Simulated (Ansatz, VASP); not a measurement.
Cu in VASP and in Ansatz

INCAR

```
  PREC = Accurate
  ENCUT = 520
  EDIFF = 1E-7
  ISMEAR = 0
  SIGMA = 0.15
  LREAL = F
  LASPH = T
  NELM = 60
  ALGO = Fast
  ISIF = 2
  LWAVE = F
  LCHARG = T
  GGA = PE
  LELF = T
  LVHAR = T
  NBANDS = 18
```

Contents of KPOINTS:

```
regular mesh
0
Gamma
  24 24 12
```

POSCAR

```
Cu
1.0
    2.6608015033      0.0000000000      0.0000000000
   -1.3304007516      2.3043216963      0.0000000000
    0.0000000000      0.0000000000      4.3181995500
Cu
2
Direct
    0.3333333333      0.6666666667      0.2500000000
    0.6666666667      0.3333333333      0.7500000000
```

Input for Ansatz:

```yaml
crystal:
  lattice:
    - [2.6608015033, 0.0, 0.0]
    - [-1.3304007516, 2.3043216963, 0.0]
    - [0.0, 0.0, 4.31819955]
  atoms:
    - { symbol: Cu, position: [0.3333333333, 0.6666666667, 0.25] }
    - { symbol: Cu, position: [0.6666666667, 0.3333333333, 0.75] }
basis:
  ecutwfc: 420
kpoints:
  mp_grid: { grid: [24, 24, 12] }
hamiltonian:
  xc: pbe
scf:
  occupations: { method: gaussian, width: 0.15 }
output:
  forces: true
  stress: true
  eigenvalues: true
```

Change from the starting cell: strain +0.050 along x and y, +0.050 along z, atoms carried along.

Alike in both runs: task single point; functional PBE; k mesh 24 × 24 × 12; occupations gaussian, width 0.15 eV; no spin polarisation.

|  | VASP | Ansatz |
| --- | --- | --- |
| version | VASP 6.6.1 | Ansatz 0.2.0 |
| potentials or method | VASP PAW PBE potentials, release 64 (Cu), cutoff 520 eV | scalar-relativistic, plane waves, PAW |
| valence electrons in the cell | 22 | 38 |

VASP gave:

| Quantity | Value |
| --- | --- |
| gap on the k mesh at the Fermi level (eV) | none |
| pressure (GPa) | -10.2 |
| traceless stress, the component that is largest in VASP (GPa) | 0.84 |

Q: Which values does Ansatz return?

A: gap on the k mesh at the Fermi level (eV): none; pressure (GPa): -10.9; traceless stress, the component that is largest in VASP (GPa): 0.86.

A gap of «none» marks a metal or a gap that the smearing closes. With one functional, cell and mesh, what is left measures potentials, basis and numerics. VASP's potentials hold 22 valence electrons a cell and Ansatz's 38, so a difference there can come from the potentials and not from the codes.
